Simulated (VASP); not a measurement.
# ZrSi11O24 (a cell with a defect) in VASP: a series of runs, part 3 of 3

VASP 6.6.1.

## 4. Single point, r2SCAN

POSCAR reads:

```
ZrSi11O24
1.0
    8.3886930000      0.0000000000      0.0000000000
    0.0000000000      8.3886930000      0.0000000000
    0.0000000000      0.0000000000      8.0356430000
Si Zr O
22 2 48
Direct
    0.0004820000      0.0026540000      0.9967210000
    0.9995000000      0.0055290000      0.3355500000
    0.9972170000      0.9994770000      0.6677960000
    0.9924680000      0.5040110000      0.9976250000
    0.9926330000      0.5025730000      0.3352960000
    0.9983140000      0.4982680000      0.6680860000
    0.5052150000      0.9923100000      0.9977950000
    0.5090620000      0.9936010000      0.3355470000
    0.4989570000      0.9987460000      0.6671620000
    0.5061520000      0.5012270000      0.9863910000
    0.5012090000      0.4956640000      0.6713600000
    0.2422990000      0.2424590000      0.5084300000
    0.2476890000      0.2452440000      0.8260250000
    0.2402400000      0.7531900000      0.1603400000
    0.2418750000      0.7533270000      0.5068430000
    0.2477380000      0.7508040000      0.8323720000
    0.7477910000      0.2492660000      0.1641910000
    0.7474650000      0.2514450000      0.5025730000
    0.7512050000      0.2471750000      0.8321360000
    0.7619290000      0.7588870000      0.1651490000
    0.7604320000      0.7567500000      0.5040400000
    0.7489640000      0.7482460000      0.8326010000
    0.4869600000      0.5371540000      0.3339630000
    0.2695710000      0.2664030000      0.1647190000
    0.1471940000      0.1486200000      0.9832110000
    0.1447770000      0.1472010000      0.3496150000
    0.1482150000      0.1488710000      0.6679720000
    0.1407200000      0.6601320000      0.9948720000
    0.1548580000      0.6507860000      0.3339460000
    0.1440730000      0.6564820000      0.6709620000
    0.6545250000      0.1475590000      0.9974390000
    0.6524350000      0.1531170000      0.3336070000
    0.6514240000      0.1506540000      0.6678770000
    0.6542680000      0.6540970000      0.0021110000
    0.6765040000      0.6680080000      0.3349310000
    0.6561520000      0.6557040000      0.6646810000
    0.3587680000      0.3501950000      0.9613020000
    0.3464340000      0.3462960000      0.3724530000
    0.3448340000      0.3392490000      0.6670990000
    0.3460630000      0.8458080000      0.9984760000
    0.3587080000      0.8258100000      0.3321250000
    0.3422650000      0.8517210000      0.6689010000
    0.8452560000      0.3469790000      0.9992590000
    0.8405730000      0.3506720000      0.3324470000
    0.8500000000      0.3438960000      0.6678230000
    0.8504810000      0.8491600000      0.9966520000
    0.8570660000      0.8560860000      0.3345460000
    0.8499970000      0.8484750000      0.6696180000
    0.0822170000      0.4154230000      0.1662960000
    0.0914650000      0.4030400000      0.5015290000
    0.0942930000      0.4046950000      0.8338360000
    0.1002960000      0.9081160000      0.1671970000
    0.0963540000      0.9020070000      0.5011760000
    0.0952550000      0.9031230000      0.8318190000
    0.5885760000      0.3921830000      0.1500840000
    0.6035440000      0.4026260000      0.5143250000
    0.6061470000      0.4054460000      0.8289660000
    0.6069510000      0.8974910000      0.1662970000
    0.6019620000      0.9015880000      0.5022200000
    0.5981570000      0.8986020000      0.8319230000
    0.4140750000      0.0761420000      0.1686050000
    0.4017040000      0.0870350000      0.4985210000
    0.4038290000      0.0912060000      0.8336150000
    0.3774490000      0.5878920000      0.1284010000
    0.3883940000      0.6048100000      0.5374570000
    0.4076080000      0.6011740000      0.8297310000
    0.9046460000      0.1003760000      0.1651750000
    0.8986050000      0.0969370000      0.5031190000
    0.8992200000      0.0957350000      0.8318290000
    0.8999500000      0.6048270000      0.1662870000
    0.9042690000      0.6003020000      0.5021150000
    0.8967000000      0.5958060000      0.8322410000
```

INCAR.step1 reads:

```
SYSTEM = ZrSi11O24
  PREC = Accurate
  ENCUT = 520
  ISMEAR = -1
  SIGMA = 0.05
  LREAL = Auto
  LASPH = .TRUE.
  NELM = 80
  NBANDS = 242
  ISYM = 0
  GGA = PE
  ALGO = Normal
  EDIFF = 1E-4
  LWAVE = .TRUE.
  LCHARG = .FALSE.
```

INCAR.step2 reads:

```
SYSTEM = ZrSi11O24
  PREC = Accurate
  ENCUT = 520
  EDIFF = 1E-7
  ISMEAR = -1
  SIGMA = 0.05
  LREAL = Auto
  LASPH = .TRUE.
  NELM = 80
  ALGO = Normal
  ISIF = 2
  LWAVE = .FALSE.
  LCHARG = .FALSE.
  METAGGA = R2SCAN
  LMIXTAU = .TRUE.
  NBANDS = 242
  ISYM = 0
  ISTART = 1
```

KPOINTS reads:

```
Automatic mesh
0
Gamma
  1 1 1
  0.25 0.25 0.25
```

Potentials or basis: VASP PAW PBE potentials, release 64 (Si, Zr_sv, O).

Command:

```console
cat potpaw_PBE.64/Si/POTCAR potpaw_PBE.64/Zr_sv/POTCAR potpaw_PBE.64/O/POTCAR > POTCAR
cp INCAR.step1 INCAR
mpirun -np 1 vasp_std > vasp.out
cp INCAR.step2 INCAR
mpirun -np 1 vasp_std > vasp.out
```

OUTCAR:

```text
SYSTEM = ZrSi11O24
   PREC = Accurate
   ENCUT = 520
   EDIFF = 1E-7
   ISMEAR = -1
   LREAL = Auto
   LASPH = .TRUE.
   NELM = 80
   ISIF = 2
   METAGGA = R2SCAN
   ISYM = 0
   ISTART = 1

 ion  position               nearest neighbor table
   1  0.000  0.003  0.997-  25 1.74  54 1.76  69 1.76  67 1.78  52 1.79  46 1.80   3 2.64   2 2.72
                            24 3.44
   2  0.999  0.006  0.336-  26 1.71  47 1.73  68 1.77  67 1.77  53 1.78  52 1.79   3 2.67   1 2.72
                            24 3.44
   3  0.997  0.999  0.668-  69 1.75  54 1.75  68 1.76  48 1.77  53 1.78  27 1.78   1 2.64   2 2.67
                            21 3.13
   4  0.992  0.504  0.998-  49 1.72  72 1.73  70 1.78  51 1.78  43 1.81  28 1.81   6 2.65   5 2.71
                            24 3.34
   5  0.993  0.503  0.335-  49 1.72  71 1.74  50 1.78  70 1.78  44 1.80  29 1.84   6 2.67   4 2.71
                            24 3.35
   6  0.998  0.498  0.668-  51 1.74  50 1.74  71 1.77  72 1.77  45 1.80  30 1.80   4 2.65   5 2.67
[... 27 lines left out ...]
  20  0.762  0.759  0.165-  35 1.72  46 1.72  70 1.74  58 1.74  47 1.78  34 1.82  22 2.68  21 2.72
                            23 3.26
  21  0.760  0.757  0.504-  35 1.70  48 1.71  36 1.77  71 1.78  47 1.79  59 1.80  22 2.64  20 2.72
                             3 3.13  23 3.24
  22  0.749  0.748  0.833-  36 1.74  34 1.76  48 1.77  72 1.78  46 1.78  60 1.79  21 2.64  20 2.68

  23  0.487  0.537  0.334-  65 1.92  35 1.93  64 1.94  38 2.01  56 2.08  55 2.09  41 2.65  11 2.74
                            10 2.81  15 3.07  14 3.08  24 3.21  21 3.24  20 3.26  12 3.51  18 3.52
  24  0.270  0.266  0.165-  38 1.91  37 1.93  61 2.00  49 2.01  25 2.04  26 2.07  13 2.73  12 2.78
                            64 2.86  55 2.88  10 3.14  23 3.21   7 3.32   8 3.34   4 3.34   5 3.35
  25  0.147  0.149  0.983-  13 1.72   1 1.74  24 2.04
  26  0.145  0.147  0.350-   2 1.71  12 1.71  24 2.07
  27  0.148  0.149  0.668-  12 1.70  13 1.72   3 1.78
  28  0.141  0.660  0.995-  14 1.75  16 1.76   4 1.81
  29  0.155  0.651  0.334-  14 1.79  15 1.79   5 1.84
  30  0.144  0.656  0.671-  16 1.75  15 1.75   6 1.80
[... 8 lines left out ...]
  39  0.345  0.339  0.667-  13 1.71  12 1.74  11 1.86
  40  0.346  0.846  0.998-  14 1.76  16 1.76   7 1.81
  41  0.359  0.826  0.332-  14 1.81  15 1.82   8 1.89  23 2.65
[... 17 lines left out ...]
  59  0.602  0.902  0.502-   8 1.73   9 1.78  21 1.80
  60  0.598  0.899  0.832-   7 1.73   9 1.78  22 1.79
  61  0.414  0.076  0.169-   8 1.71   7 1.72  24 2.00
  62  0.402  0.087  0.499-   9 1.75   8 1.77  12 1.87
  63  0.404  0.091  0.834-   9 1.74   7 1.78  13 1.84
  64  0.377  0.588  0.128-  10 1.73  14 1.82  23 1.94  24 2.86
  65  0.388  0.605  0.537-  11 1.70  15 1.77  23 1.92
  66  0.408  0.601  0.830-  10 1.72  11 1.74  16 1.84
  67  0.905  0.100  0.165-   2 1.77   1 1.78  17 1.81
  68  0.899  0.097  0.503-   3 1.76   2 1.77  18 1.81
  69  0.899  0.096  0.832-   3 1.75   1 1.76  19 1.78
  70  0.900  0.605  0.166-  20 1.74   4 1.78   5 1.78
  71  0.904  0.600  0.502-   5 1.74   6 1.77  21 1.78
  72  0.897  0.596  0.832-   4 1.73   6 1.77  22 1.78

IMPORTANT INFORMATION: All symmetrisations will be switched off!
NOSYMM: (Re-)initialisation of all symmetry stuff for point group C_1.

----------------------------------------------------------------------------------------

                                     Primitive cell

  volume of cell :     565.4696

  direct lattice vectors                    reciprocal lattice vectors
     8.388693000  0.000000000  0.000000000     0.119208082  0.000000000  0.000000000
     0.000000000  8.388693000  0.000000000     0.000000000  0.119208082  0.000000000
     0.000000000  0.000000000  8.035643000     0.000000000  0.000000000  0.124445548

  length of vectors
     8.388693000  8.388693000  8.035643000     0.119208082  0.119208082  0.124445548

  position of ions in fractional coordinates (direct lattice)
     0.000482000  0.002654000  0.996721000
     0.999500000  0.005529000  0.335550000
[... 183 lines left out ...]
   ions per type =              22   2  48
   NGX,Y,Z   is equivalent  to a cutoff of  12.68, 12.68, 12.41 a.u.
   NGXF,Y,Z  is equivalent  to a cutoff of  25.37, 25.37, 24.83 a.u.
 SYSTEM =  ZrSi11O24
   PREC   = accura    normal or accurate (medium, high low for compatibility)
   ISTART =      1    job   : 0-new  1-cont  2-samecut
   ICHARG =      0    charge: 1-file 2-atom 10-const
   ISPIN  =      1    spin polarized calculation?
   LNONCOLLINEAR =      F non collinear calculations
   LSORBIT =      F    spin-orbit coupling
   LASPH  =      T    aspherical Exc in radial PAW
   ENCUT  =  520.0 eV  38.22 Ry    6.18 a.u.  15.60 15.60 14.94*2*pi/ulx,y,z
   NELM   =     80;   NELMIN=  2; NELMDL=  0     # of ELM steps
   EDIFF  = 0.1E-06   stopping-criterion for ELM
   LREAL  =      T    real-space projection
   EDIFFG = 0.1E-05   stopping-criterion for IOM
   NSW    =      0    number of steps for IOM
   IBRION =     -1    ionic relax: 0-MD 1-quasi-New 2-CG
   NFREE  =      0    steps in history (QN), initial steepest desc. (CG)
   ISIF   =      2    stress and relaxation
   ISYM   =      0    0-nonsym 1-usesym 2-fastsym
   POTIM  = 0.5000    time-step for ionic-motion
   TEBEG  =    0.0;   TEEND  =   0.0 temperature during run
   PSTRESS=    0.0 pullay stress
   NELECT =     400.0000    total number of electrons
   NUPDOWN=      -1.0000    fix difference up-down
   EMIN   =  10.00;   EMAX   =-10.00  energy-range for DOS
   EFERMI =   0.00;   METHOD = LEGACY
   ISMEAR =    -1;   SIGMA  =   0.05  broadening in eV -4-tet -1-fermi 0-gaus
   EFERMI_NEDOS =   21; number of points for ismear=-14 and -15
   IALGO  =     38    algorithm
   IMIX   =      4    mixing-type and parameters
     AMIX     =   0.40;   BMIX     =  1.00
     AMIX_MAG =   1.60;   BMIX_MAG =  1.00
  volume/ion in A,a.u.               =       7.85        53.00
  Fermi-wavevector in a.u.,A,eV,Ry     =   1.458675  2.756495 28.949545  2.127732
  Thomas-Fermi vector in A             =   2.575331
   LORBIT       =      0    0 simple, 1 ext, 2 COOP (PROOUT), +10 PAW based schemes
   METAGGA = R2SCAN    functional components
   LHFCALC =     F    Hartree Fock is set to
   AEXX    =    0.0000 exact exchange contribution
   IVDW    =     0    specifies the selected vdW correction
   LEPSILON=     F    determine dielectric tensor
   LRPA    =     F    only Hartree local field effects (RPA)
 non-spin polarized calculation
  energy-cutoff  :      520.00
  volume of cell :      565.47
 maximum number of plane-waves:     15222
 NGX is ok and might be reduce to    64
   NGX = 31   NGY = 31   NGZ = 29

 number of electron     399.9999962 magnetization

 Free energy of the ion-electron system (eV)
  ---------------------------------------------------
  ext. energy  EPLUGINS =         0.00000000
  ---------------------------------------------------
  free energy    TOTEN  =      -731.49374918 eV

  energy without entropy =     -731.49374918  energy(sigma->0) =     -731.49374918

 E-fermi :   9.1476     XC(G=0): -12.9623

 val. band max:        7.7947561933   @ k =   0.2500   0.2500   0.2500
 cond. band min:      12.7197678213   @ k =  -0.2500  -0.2500   0.2500
 fundamental gap:      4.9250116280
 Fermi energy:         9.1475812649

 k-point     1 :       0.2500    0.2500    0.2500
  band No.  band energies     occupation
      1     -41.1745      2.00000
      2     -41.0583      2.00000
      3     -19.6771      2.00000
      4     -19.6158      2.00000
      5     -19.2276      2.00000
      6     -19.0001      2.00000
[... 849 lines left out ...]
    211      16.6068      0.00000
    212      16.7279      0.00000
 [bands above 212 left out]

------------------------ aborting loop because EDIFF is reached ----------------------------------------

  FORCE on cell =-STRESS in cart. coord.  units (eV):
  Direction    XX          YY          ZZ          XY          YZ          ZX
  --------------------------------------------------------------------------------------
  -------------------------------------------------------------------------------------
  Total       39.3169928     38.6616607     71.9548961      1.0466211      0.4756734     -0.2813912
  in kB      111.3990890    109.5422990    203.8739310      2.9654516      1.3477528     -0.7972819
  external PRESSURE =     141.6051063 kB  Pullay stress =       0.0000000 kB

 VOLUME and BASIS-vectors are now :
 -----------------------------------------------------------------------------
  energy-cutoff  :      520.00
  volume of cell :      565.47
      direct lattice vectors                 reciprocal lattice vectors
     8.388693000  0.000000000  0.000000000     0.119208082  0.000000000  0.000000000
     0.000000000  8.388693000  0.000000000     0.000000000  0.119208082  0.000000000
     0.000000000  0.000000000  8.035643000     0.000000000  0.000000000  0.124445548

 POSITION                                       TOTAL-FORCE (eV/Angst)
 -----------------------------------------------------------------------------------
      0.00404      0.02226      8.00929         0.021638      0.026403     -0.039968
      8.38450      0.04638      2.69636         0.017356      0.001343      0.008741
      8.36535      8.38431      5.36617        -0.009003     -0.005548      0.029721
      8.32551      4.22799      8.01656         0.010187      0.001162      0.015266
      8.32689      4.21593      2.69432        -0.006969     -0.016360     -0.015541
      8.37455      4.17982      5.36850        -0.000572      0.014431     -0.000442
[... 64 lines left out ...]
      7.58564      5.03575      4.03482         0.027613     -0.032390     -0.022475
      7.52214      4.99803      6.68759         0.023938     -0.012700      0.023672
 -----------------------------------------------------------------------------------
    total drift:                                0.009549      0.008948      0.004071

  FREE ENERGIE OF THE ION-ELECTRON SYSTEM (eV)
  ---------------------------------------------------
  free  energy   TOTEN  =      -731.4937491793 eV

  energy  without entropy=     -731.4937491793  energy(sigma->0) =     -731.49374918
```

Wall time 40 min (1 thread of Intel Xeon Platinum 8488C (Sapphire Rapids), shared host); peak memory 0.81 GiB.

What came out:

* Free energy: -731.4937 eV
* Pressure: 14.2 GPa
* Largest force: 0.261 eV/Å
* Band gap on the k mesh: 4.92 eV

Forces in eV/Å, atoms in the order of the input:
```
Si   0.022  0.026 -0.040
Si   0.017  0.001  0.009
Si  -0.009 -0.006  0.030
Si   0.010  0.001  0.015
Si  -0.007 -0.016 -0.016
Si  -0.001  0.014  0.000
Si  -0.029  0.003  0.004
Si  -0.008  0.042 -0.019
Si  -0.015 -0.008  0.010
Si  -0.055 -0.010 -0.067
Si  -0.028  0.010  0.012
Si   0.044  0.051 -0.021
Si   0.035  0.021 -0.013
Si  -0.019  0.011 -0.066
Si  -0.002 -0.013  0.075
Si  -0.016  0.010 -0.008
Si   0.002  0.018 -0.009
Si  -0.020  0.031  0.012
Si   0.013  0.005 -0.007
Si   0.002 -0.027  0.045
Si  -0.008 -0.040 -0.017
Si   0.021  0.013 -0.027
Zr   0.127 -0.049  0.021
Zr  -0.079 -0.102 -0.018
O   -0.081 -0.084 -0.178
O   -0.099 -0.096  0.158
O    0.060  0.056 -0.017
O    0.051  0.012  0.006
O    0.008  0.068  0.004
O    0.041  0.011  0.001
O    0.018  0.029  0.004
O    0.028  0.002  0.001
O    0.016  0.022 -0.003
O   -0.006 -0.012 -0.035
O    0.154  0.201  0.013
O    0.053  0.050  0.035
O    0.037  0.041 -0.122
O   -0.099 -0.081  0.162
O   -0.067 -0.059  0.027
O   -0.027 -0.028 -0.001
O   -0.093  0.021  0.002
O   -0.015 -0.035  0.003
O   -0.032 -0.024  0.001
O   -0.015 -0.027  0.000
O   -0.032 -0.011 -0.005
O   -0.025 -0.024  0.050
O    0.001  0.013 -0.006
O   -0.033 -0.029 -0.059
O   -0.182  0.187  0.006
O   -0.051  0.040  0.032
O   -0.047  0.034 -0.030
O   -0.004 -0.024  0.001
O    0.018 -0.003 -0.001
O   -0.029  0.039  0.006
O    0.085 -0.047 -0.153
O    0.072 -0.076  0.181
O   -0.070  0.028  0.004
O    0.009  0.002 -0.001
O   -0.030  0.037 -0.036
O   -0.020  0.026  0.033
O    0.200 -0.166  0.010
O    0.067 -0.043  0.026
O    0.042 -0.036 -0.028
O   -0.017  0.083 -0.080
O   -0.043  0.069  0.086
O    0.024 -0.056  0.010
O    0.015 -0.031  0.013
O    0.037 -0.014 -0.016
O    0.025 -0.005  0.000
O    0.006  0.002 -0.012
O    0.028 -0.032 -0.022
O    0.024 -0.013  0.024
```

Caveat: the PAW data sets were made with another functional, which shifts forces and pressure a little.

## 5. Summary

```tsv
level	cutoff (eV)	gap on the mesh (eV)	pressure (GPa)	largest force (eV/Å)
PBEsol	520	4.29	16.1	0.09
r2SCAN	580	4.93	13.8	0.27
r2SCAN	520	4.92	14.2	0.26
```

Alike in all rows: task single point; potentials or basis VASP PAW PBE potentials, release 64 (Si, Zr_sv, O); no spin polarisation; cell as given; k mesh 1 × 1 × 1, shifted; smearing fermi-dirac 0.05 eV.

On the cell as given the gap runs from 4.29 eV (PBEsol) to 4.93 eV (r2SCAN). The pressure there spans 13.8 GPa (r2SCAN) to 16.1 GPa (PBEsol); a positive pressure means that this level wants a larger cell, a negative one a smaller.

Caveats: the PAW data sets were made with another functional, which shifts forces and pressure a little.

Total energies depend on the potentials used, so only differences within one code and one set of settings carry meaning.
